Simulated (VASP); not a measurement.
A run of VASP 6.6.1:

File INCAR:

```
PREC = Accurate
ENCUT = 500
EDIFF = 1E-6
ISMEAR = 0
SIGMA = 0.01
LREAL = False
LASPH = True
NELM = 120
ALGO = Normal
ISIF = 2
LWAVE = False
LCHARG = False
NBANDS = 11
GGA_COMPAT = False
```

The input KPOINTS:

```
regular mesh
0
Gamma
  8 8 8
```

The input POSCAR:

```
AlP
1.0
    0.0000000000      2.6034278942      2.6034278942
    2.6034278942      0.0000000000      2.6034278942
    2.6034278942      2.6034278942      0.0000000000
Al P
1 1
Direct
    0.0000000000      0.0000000000      0.0000000000
    0.7500000000      0.7500000000      0.7500000000
```

Potentials or basis: VASP PAW LDA potentials, release 64 (Al, P).

Run with:

```bash
$ cat potpaw_LDA.64/Al/POTCAR potpaw_LDA.64/P/POTCAR > POTCAR
$ mpirun -np 1 vasp_std > vasp.out
```

Hardware: 1 thread of Intel Xeon 8259CL (shared host).

Question: Estimate the wall time of this run.

Answer: Wall time 12 s on 1 thread of Intel Xeon 8259CL (shared host), peak memory 0.13 GiB. Counts: scf iterations 12, k points 29.
